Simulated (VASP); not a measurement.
AlH5:

```xyz
6
Lattice="3.8302 0.0000 0.0000 0.0000 3.8302 0.0000 0.0000 0.0000 3.8302" Properties=species:S:1:pos:R:3 pbc="T T T"
Al    1.9151    1.9151    1.9151
H     0.8309    0.8309    0.8309
H     2.9993    2.9993    0.8309
H     2.9993    0.8309    2.9993
H     0.8309    2.9993    2.9993
H     0.0000    0.0000    0.0000
```

The cell was generated, and may not be a known phase.

```yaml
Program: VASP 6.6.1
Task: relaxation of cell and atoms
Functional: PBE
Potentials_or_basis: VASP PAW PBE potentials, release 64 (Al, H)
Cutoff: 600 eV
k_mesh: 4 × 4 × 4
Occupations: gaussian, width 0.1 eV
Spin: no spin polarisation
```

At the start: pressure -12.5 GPa; volume 9.37 Å³/atom.

Task: How do energy, volume and symmetry change on relaxing?

Result: Over 8 steps the energy falls by 122.8 meV/atom and the volume is 6.94 Å³/atom (-25.9 %); space group P-43m (No. 215, to 0.1 Å) before and after.

The path:
| step | energy change (eV) | largest force (eV/Å) | pressure (GPa) | volume (Å³) |
| --- | --- | --- | --- | --- |
| 1 | 0.0000 | 0.7016 | -12.46 | 56.19 |
| 2 | -0.4588 | 0.3142 | -8.94 | 50.47 |
| 3 | -0.6691 | 0.2477 | -3.13 | 45.31 |
| 4 | -0.6750 | 0.4117 | -1.43 | 44.26 |
| 5 | -0.6751 | 0.3757 | -1.80 | 44.48 |
| 6 | -0.7095 | 0.2357 | -1.50 | 43.51 |
| 7 | -0.7368 | 0.0562 | -0.35 | 41.49 |
| 8 | -0.7370 | 0.0318 | -0.46 | 41.66 |

Final structure:
```
CELL_PARAMETERS angstrom
3.46654 0.00000 0.00000
0.00000 3.46654 0.00000
0.00000 0.00000 3.46654
ATOMIC_POSITIONS crystal
Al 0.50000 0.50000 0.50000
H 0.21850 0.21850 0.21850
H 0.78150 0.78150 0.21850
H 0.78150 0.21850 0.78150
H 0.21850 0.78150 0.78150
H 0.00000 0.00000 0.00000
```

Caveat: the k points lie up to 0.45 Å⁻¹ apart in the final cell; the volume moved by over 15 % at a fixed basis, so the end points are rough.
